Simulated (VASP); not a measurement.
# Bi2TeSe2 (R-3m) in VASP: a series of runs, part 2 of 2

VASP 6.6.1. The steps go on from the part before.

### 3 Single point, PBEsol (strain +0.030 along x and y, -0.030 along z)

Input file INCAR:

```
ALGO     = Normal         # electronic algorithm
EDIFF    = 1E-7           # SCF threshold, eV
ENCUT    = 520            # plane-wave cutoff, eV
GGA      = PS             # functional
ISIF     = 2              # what is computed and relaxed
ISMEAR   = 0              # smearing method
LASPH    = True           # aspherical terms in the spheres
LCHARG   = True           # write CHGCAR
LELF     = True           # ELF
LREAL    = False          # projectors in reciprocal space
LUSENCCL = False        
LVHAR    = True         
LWAVE    = False          # write WAVECAR
NBANDS   = 32             # bands
NELM     = 60             # most SCF steps
PREC     = Accurate       # precision mode
SIGMA    = 0.05           # smearing width, eV
```

Input file KPOINTS:

```
k-points
0
Gamma
  12 12 12
```

Input file POSCAR:

```
Bi2TeSe2
1.0
    2.1542462791      1.2437546692      9.4209601000
   -2.1542462791      1.2437546692      9.4209601000
    0.0000000000     -2.4875093383      9.4209601000
Bi Te Se
2 1 2
Direct
    0.3980600000      0.3980600000      0.3980600000
    0.6019400000      0.6019400000      0.6019400000
    0.0000000000      0.0000000000      0.0000000000
    0.2116000000      0.2116000000      0.2116000000
    0.7884000000      0.7884000000      0.7884000000
```

Potentials or basis: VASP PAW PBE potentials, release 64 (Bi_d, Te, Se).

Run with:

```
> cat potpaw_PBE.64/Bi_d/POTCAR potpaw_PBE.64/Te/POTCAR potpaw_PBE.64/Se/POTCAR > POTCAR
> mpirun -np 1 vasp_std > vasp.out
```

OUTCAR:

```text
EDIFF = 1E-7
   ENCUT = 520
   GGA = PS
   ISIF = 2
   ISMEAR = 0
   LASPH = True
   LREAL = False
   NELM = 60
   PREC = Accurate

 ion  position               nearest neighbor table
   1  0.398  0.398  0.398-   5 2.96   5 2.96   5 2.96   3 3.09   3 3.09   3 3.09
   2  0.602  0.602  0.602-   4 2.96   4 2.96   4 2.96   3 3.09   3 3.09   3 3.09
   3  0.000  0.000  0.000-   2 3.09   2 3.09   1 3.09   1 3.09   2 3.09   1 3.09
   4  0.212  0.212  0.212-   2 2.96   2 2.96   2 2.96
   5  0.788  0.788  0.788-   1 2.96   1 2.96   1 2.96

  LATTYP: Found a trigonal (rhomboedric) cell.
 ALAT       =     9.7438284013
 COS(alpha) =     0.9022399433

  Lattice vectors:

 A1 = (   2.1542462791,   1.2437546692,   9.4209601000)
 A2 = (  -2.1542462791,   1.2437546692,   9.4209601000)
 A3 = (   0.0000000000,  -2.4875093383,   9.4209601000)

Analysis of symmetry for initial positions (statically):
=====================================================================
 Subroutine PRICEL returns:
 Original cell was already a primitive cell.

[... 175 lines left out ...]
 E-fermi :   5.0545     XC(G=0):  -9.5757

 val. band max:        4.9208488282   @ k =   0.0000   0.0000   0.0000
 cond. band min:       5.1876682589   @ k =   0.0000   0.0000   0.0000
 fundamental gap:      0.2668194306
 Fermi energy:         5.0544918281

 k-point     1 :       0.0000    0.0000    0.0000
  band No.  band energies     occupation
      1     -17.8751      2.00000
      2     -17.8751      2.00000
      3     -17.8707      2.00000
      4     -17.8707      2.00000
      5     -17.8701      2.00000
      6     -17.8680      2.00000
[... 829 lines left out ...]
     31       9.9139      0.00000
     32      10.9101      0.00000

 [... further k-points ...]

------------------------ aborting loop because EDIFF is reached ----------------------------------------

  FORCE on cell =-STRESS in cart. coord.  units (eV):
  Direction    XX          YY          ZZ          XY          YZ          ZX
  --------------------------------------------------------------------------------------
  -------------------------------------------------------------------------------------
  Total       -0.5489083     -0.5489083      1.4852947      0.0000000      0.0000000      0.0000000
  in kB       -5.8067598     -5.8067598     15.7125520      0.0000000      0.0000000      0.0000000
  external PRESSURE =       1.3663442 kB  Pullay stress =       0.0000000 kB

 VOLUME and BASIS-vectors are now :
 -----------------------------------------------------------------------------
  energy-cutoff  :      520.00
  volume of cell :      151.45
      direct lattice vectors                 reciprocal lattice vectors
     2.154246279  1.243754669  9.420960100     0.232099739  0.134002847  0.035382098
    -2.154246279  1.243754669  9.420960100    -0.232099739  0.134002847  0.035382098
     0.000000000 -2.487509338  9.420960100     0.000000000 -0.268005694  0.035382098

 POSITION                                       TOTAL-FORCE (eV/Angst)
 -----------------------------------------------------------------------------------
      0.00000      0.00000     11.25032         0.000000      0.000000      1.686272
      0.00000      0.00000     17.01256         0.000000     -0.000000     -1.686272
      0.00000      0.00000      0.00000         0.000000      0.000000     -0.000000
      0.00000      0.00000      5.98043         0.000000      0.000000      0.541010
      0.00000      0.00000     22.28245         0.000000     -0.000000     -0.541010
 -----------------------------------------------------------------------------------
    total drift:                               -0.000000      0.000000     -0.000000

  FREE ENERGIE OF THE ION-ELECTRON SYSTEM (eV)
  ---------------------------------------------------
  free  energy   TOTEN  =       -20.9597857673 eV

  energy  without entropy=      -20.9597857400  energy(sigma->0) =      -20.95978575
```

OSZICAR:

```text
N       E                     dE             d eps       ncg     rms          rms(c)
DAV:   1     0.456859947422E+03    0.45686E+03   -0.22235E+04 12096   0.150E+03
DAV:   2     0.314671397061E+02   -0.42539E+03   -0.40790E+03 12424   0.398E+02
DAV:   3    -0.194522299274E+02   -0.50919E+02   -0.48312E+02 15880   0.146E+02
DAV:   4    -0.216205617660E+02   -0.21683E+01   -0.21569E+01 13744   0.317E+01
DAV:   5    -0.217065610046E+02   -0.85999E-01   -0.85988E-01 17832   0.653E+00    0.595E+00
DAV:   6    -0.209605815414E+02    0.74598E+00   -0.71933E-01 16432   0.799E+00    0.420E+00
DAV:   7    -0.209621402207E+02   -0.15587E-02   -0.37909E-01 12840   0.257E+00    0.279E+00
DAV:   8    -0.209611180850E+02    0.10221E-02   -0.70809E-02 15304   0.125E+00    0.462E-01
DAV:   9    -0.209596193054E+02    0.14988E-02   -0.20648E-03 14168   0.429E-01    0.265E-01
DAV:  10    -0.209598043332E+02   -0.18503E-03   -0.20182E-03 14288   0.227E-01    0.759E-02
DAV:  11    -0.209597818938E+02    0.22439E-04   -0.18719E-04 14552   0.104E-01    0.336E-02
DAV:  12    -0.209597870926E+02   -0.51988E-05   -0.32842E-05 16280   0.259E-02    0.195E-02
DAV:  13    -0.209597862686E+02    0.82404E-06   -0.76256E-06 16880   0.222E-02    0.876E-03
DAV:  14    -0.209597858292E+02    0.43941E-06   -0.16383E-06 12648   0.771E-03    0.320E-03
DAV:  15    -0.209597857673E+02    0.61843E-07   -0.16270E-07 10328   0.250E-03
   1 F= -.20959786E+02 E0= -.20959786E+02  d E =-.273528E-07
```

Run time: 13 min. Hardware: 1 × NVIDIA H100 80GB with 1 thread of AMD EPYC 7R13 (Zen 3), shared host; peak memory 2.2 GiB.

Results:

```yaml
Free_energy: -20.9598 eV
Pressure: 0.1 GPa
Largest_force: 1.686 eV/Å
Band_gap_on_the_k_mesh: 0.27 eV
```

Forces in eV/Å, atoms in the order of the input:
```
Bi   0.000  0.000  1.686
Bi   0.000  0.000 -1.686
Te   0.000  0.000  0.000
Se   0.000  0.000  0.541
Se   0.000  0.000 -0.541
```

Stress tensor (GPa, compression positive):
```
-0.58  0.00  0.00
 0.00 -0.58  0.00
 0.00  0.00  1.57
```

Caveat: the cell differs from its parent crystal (strain +0.030 along x and y, -0.030 along z); the PAW data sets were made with another functional, which shifts forces and pressure a little; spin-orbit coupling is left out, which moves the levels of the heavy elements.

### 4 Single point, PBEsol (strain +0.000 along x and y, +0.030 along z)

Input file INCAR:

```
SYSTEM = Bi2TeSe2
ALGO = Normal
EDIFF = 1E-6
ENCUT = 520
GGA = PS
ISIF = 2
ISMEAR = 0
LASPH = .TRUE.
LCHARG = .FALSE.
LREAL = .FALSE.
LUSENCCL = .FALSE.
LWAVE = .FALSE.
NBANDS = 32
NELM = 100
PREC = Accurate
SIGMA = 0.05
```

Input file KPOINTS:

```
k-points
0
G
  12 12 12
  0 0 0
```

POSCAR, as its differences from that of step 3:

```diff
@@ -2,5 +2,5 @@
 1.0
-    2.1542462791      1.2437546692      9.4209601000
-   -2.1542462791      1.2437546692      9.4209601000
-    0.0000000000     -2.4875093383      9.4209601000
+    2.0915012419      1.2075288050     10.0036999000
+   -2.0915012419      1.2075288050     10.0036999000
+    0.0000000000     -2.4150576100     10.0036999000
 Bi Te Se
```

Run with:

```
> cat potpaw_PBE.64/Bi_d/POTCAR potpaw_PBE.64/Te/POTCAR potpaw_PBE.64/Se/POTCAR > POTCAR
> mpirun -np 1 vasp_std > vasp.out
```

Wall time 8.9 min (1 × NVIDIA H100 80GB with 1 thread of AMD EPYC 7R13 (Zen 3), shared host); peak memory 2.4 GiB.

The run converged. Its results:

| Property | Result |
| --- | --- |
| Free energy | -20.9992 eV |
| Pressure | -0.1 GPa |
| Largest force | 1.771 eV/Å |
| Band gap on the k mesh | 0.53 eV |

Forces on the atoms (eV/Å):
```
Bi   0.000  0.000  1.771
Bi   0.000  0.000 -1.771
Te   0.000  0.000  0.000
Se   0.000  0.000  0.856
Se   0.000  0.000 -0.856
```

Stress tensor (GPa, compression positive):
```
 0.26  0.00  0.00
 0.00  0.26  0.00
 0.00  0.00 -0.67
```

Levels at points of the mesh, in eV from the valence-band top:
```
           k point  band 22  band 23  band 24  band 25  band 26  band 27
(0.00, 0.00, 0.00)    -0.84    -0.84     0.00     0.53     1.08     1.08
(0.50, 0.00, 0.00)    -2.14    -0.96    -0.54     0.85     1.42     2.42
(0.50, 0.50, 0.00)    -1.69    -1.42    -1.06     1.10     1.76     1.95
(0.50, 0.50, 0.50)    -1.07    -1.07    -0.50     1.02     1.31     1.31
```

Caveat: the cell differs from its parent crystal (strain +0.000 along x and y, +0.030 along z); the PAW data sets were made with another functional, which shifts forces and pressure a little; spin-orbit coupling is left out, which moves the levels of the heavy elements. A k mesh can miss the band edges.

### 5 Single point, PBEsol (strain +0.030 along x and y, +0.000 along z)

Input file INCAR:

```
PREC     = Accurate       # precision mode
ENCUT    = 520            # plane-wave cutoff, eV
EDIFF    = 1E-6           # SCF threshold, eV
ISMEAR   = 0              # smearing method
SIGMA    = 0.05           # smearing width, eV
LREAL    = False          # projectors in reciprocal space
LASPH    = True           # aspherical terms in the spheres
NELM     = 100            # most SCF steps
ALGO     = Normal         # electronic algorithm
ISIF     = 2              # what is computed and relaxed
LWAVE    = False          # write WAVECAR
LCHARG   = False          # write CHGCAR
GGA      = PS             # functional
NBANDS   = 32             # bands
LUSENCCL = False
```

Input file KPOINTS:

```
Automatic mesh
0
Gamma
  12 12 12
```

POSCAR, as its differences from that of step 4:

```diff
@@ -2,5 +2,5 @@
 1.0
-    2.0915012419      1.2075288050     10.0036999000
-   -2.0915012419      1.2075288050     10.0036999000
-    0.0000000000     -2.4150576100     10.0036999000
+    2.1542462791      1.2437546692      9.7123300000
+   -2.1542462791      1.2437546692      9.7123300000
+    0.0000000000     -2.4875093383      9.7123300000
 Bi Te Se
```

Run with:

```
> cat potpaw_PBE.64/Bi_d/POTCAR potpaw_PBE.64/Te/POTCAR potpaw_PBE.64/Se/POTCAR > POTCAR
> mpirun -np 1 vasp_std > vasp.out
```

Wall time 6.9 min (1 × NVIDIA H100 80GB with 1 thread of AMD EPYC 7R13 (Zen 3), shared host); peak memory 2.4 GiB.

It converged, with:

| Property | Result |
| --- | --- |
| Free energy | -20.9718 eV |
| Pressure | -1.6 GPa |
| Largest force | 1.660 eV/Å |
| Band gap on the k mesh | 0.37 eV |

Forces on the atoms (eV/Å):
```
Bi   0.000  0.000  1.660
Bi   0.000  0.000 -1.660
Te   0.000  0.000  0.000
Se   0.000  0.000  0.804
Se   0.000  0.000 -0.804
```

Stress tensor (GPa, compression positive):
```
-1.96  0.00  0.00
 0.00 -1.96  0.00
 0.00  0.00 -0.83
```

Levels at points of the mesh, in eV from the valence-band top:
```tsv
k point	band 21	band 22	band 23	band 24	band 25	band 26	band 27	band 28
(0.00, 0.00, 0.00)	-1.37	-0.79	-0.79	0.00	0.37	1.03	1.03	2.21
(0.50, 0.00, 0.00)	-2.37	-1.75	-0.76	-0.33	0.95	1.57	2.87	3.58
(0.50, 0.50, 0.00)	-1.60	-1.52	-1.28	-0.58	1.57	1.90	2.14	3.30
(0.50, 0.50, 0.50)	-1.16	-1.05	-1.05	-0.38	0.92	1.30	1.30	1.85
```

Caveat: the cell differs from its parent crystal (strain +0.030 along x and y, +0.000 along z); the PAW data sets were made with another functional, which shifts forces and pressure a little; spin-orbit coupling is left out, which moves the levels of the heavy elements.

### 6 Single point, PBEsol (strain +0.030 along x and y, +0.030 along z)

Input file INCAR:

```
  ALGO = Normal
  EDIFF = 1E-6
  ENCUT = 520
  GGA = PS
  ISIF = 2
  ISMEAR = 0
  LASPH = True
  LCHARG = False
  LREAL = False
  LUSENCCL = False
  LWAVE = False
  NBANDS = 32
  NELM = 60
  PREC = Accurate
  SIGMA = 0.05
```

Input file KPOINTS:

```
k-points
0
Gamma
  12 12 12
```

POSCAR, as its differences from that of step 5:

```diff
@@ -2,5 +2,5 @@
 1.0
-    2.1542462791      1.2437546692      9.7123300000
-   -2.1542462791      1.2437546692      9.7123300000
-    0.0000000000     -2.4875093383      9.7123300000
+    2.1542462791      1.2437546692     10.0036999000
+   -2.1542462791      1.2437546692     10.0036999000
+    0.0000000000     -2.4875093383     10.0036999000
 Bi Te Se
```

Potentials or basis: VASP PAW PBE potentials, release 64 (Bi_d, Te, Se).

Run with:

```
> cat potpaw_PBE.64/Bi_d/POTCAR potpaw_PBE.64/Te/POTCAR potpaw_PBE.64/Se/POTCAR > POTCAR
> mpirun -np 1 vasp_std > vasp.out
```

OUTCAR:

```text
EDIFF = 1E-6
   ENCUT = 520
   GGA = PS
   ISIF = 2
   ISMEAR = 0
   LASPH = True
   LREAL = False
   NELM = 60
   PREC = Accurate

 ion  position               nearest neighbor table
   1  0.398  0.398  0.398-   5 3.02   5 3.02   5 3.02   3 3.16   3 3.16   3 3.16
   2  0.602  0.602  0.602-   4 3.02   4 3.02   4 3.02   3 3.16   3 3.16   3 3.16
   3  0.000  0.000  0.000-   2 3.16   2 3.16   1 3.16   1 3.16   2 3.16   1 3.16
   4  0.212  0.212  0.212-   2 3.02   2 3.02   2 3.02
   5  0.788  0.788  0.788-   1 3.02   1 3.02   1 3.02
[... 1045 lines left out ...]
  --------------------------------------------------------------------------------------
  -------------------------------------------------------------------------------------
  Total       -3.0629150     -3.0629150     -3.0135028      0.0000000     -0.0000000      0.0000000
  in kB      -30.5143094    -30.5143094    -30.0220402      0.0000000     -0.0000000      0.0000000
  external PRESSURE =     -30.3502197 kB  Pullay stress =       0.0000000 kB

 VOLUME and BASIS-vectors are now :
 -----------------------------------------------------------------------------
  energy-cutoff  :      520.00
  volume of cell :      160.82
      direct lattice vectors                 reciprocal lattice vectors
     2.154246279  1.243754669 10.003699900     0.232099739  0.134002847  0.033321005
    -2.154246279  1.243754669 10.003699900    -0.232099739  0.134002847  0.033321005
     0.000000000 -2.487509338 10.003699900     0.000000000 -0.268005694  0.033321005

 POSITION                                       TOTAL-FORCE (eV/Angst)
 -----------------------------------------------------------------------------------
      0.00000      0.00000     11.94622        -0.000000      0.000000      1.638179
      0.00000      0.00000     18.06488        -0.000000     -0.000000     -1.638179
      0.00000      0.00000      0.00000         0.000000      0.000000      0.000000
      0.00000      0.00000      6.35035        -0.000000      0.000000      1.060876
      0.00000      0.00000     23.66075        -0.000000     -0.000000     -1.060876
 -----------------------------------------------------------------------------------
    total drift:                               -0.000000      0.000000     -0.000000

  FREE ENERGIE OF THE ION-ELECTRON SYSTEM (eV)
  ---------------------------------------------------
  free  energy   TOTEN  =       -20.9171676100 eV

  energy  without entropy=      -20.9171676100  energy(sigma->0) =      -20.91716761
```

It took 4.1 min on 1 × NVIDIA H100 80GB with 1 thread of AMD EPYC 7R13 (Zen 3), shared host; peak memory 2.4 GiB.

What came out:

```
Free energy            : -20.9172 eV
Pressure               : -3.0 GPa
Largest force          : 1.638 eV/Å
Band gap on the k mesh : 0.47 eV
```

Forces in eV/Å, atoms in the order of the input:
```
Bi   0.000  0.000  1.638
Bi   0.000  0.000 -1.638
Te   0.000  0.000  0.000
Se   0.000  0.000  1.061
Se   0.000  0.000 -1.061
```

Caveat: the cell differs from its parent crystal (strain +0.030 along x and y, +0.030 along z); the cell stands under tension; the PAW data sets were made with another functional, which shifts forces and pressure a little; spin-orbit coupling is left out, which moves the levels of the heavy elements. A k mesh can miss the band edges.

### 7 Summary

| cell | gap on the mesh (eV) | pressure (GPa) | largest force (eV/Å) |
| --- | --- | --- | --- |
| a = 9.726 Å, angles 24.8°, 5 atoms | 0.32 | 4.1 | 1.84 |
| a = 9.744 Å, angles 25.5°, 5 atoms | 0.27 | 0.1 | 1.69 |
| a = 10.291 Å, angles 23.5°, 5 atoms | 0.53 | -0.1 | 1.77 |
| a = 10.026 Å, angles 24.8°, 5 atoms | 0.37 | -1.6 | 1.66 |
| a = 10.308 Å, angles 24.1°, 5 atoms | 0.47 | -3.0 | 1.64 |

Alike in all rows: task single point; level PBEsol; potentials or basis VASP PAW PBE potentials, release 64 (Bi_d, Te, Se); no spin polarisation; k mesh 12 × 12 × 12; cutoff (eV) 520; smearing gaussian 0.05 eV.

Caveats: the PAW data sets were made with another functional, which shifts forces and pressure a little; spin-orbit coupling is left out, which moves the levels of the heavy elements; the cell stands under pressure (at least some runs); the cell stands under tension (at least some runs).

Absolute energies hang on the potentials; compare differences alone.
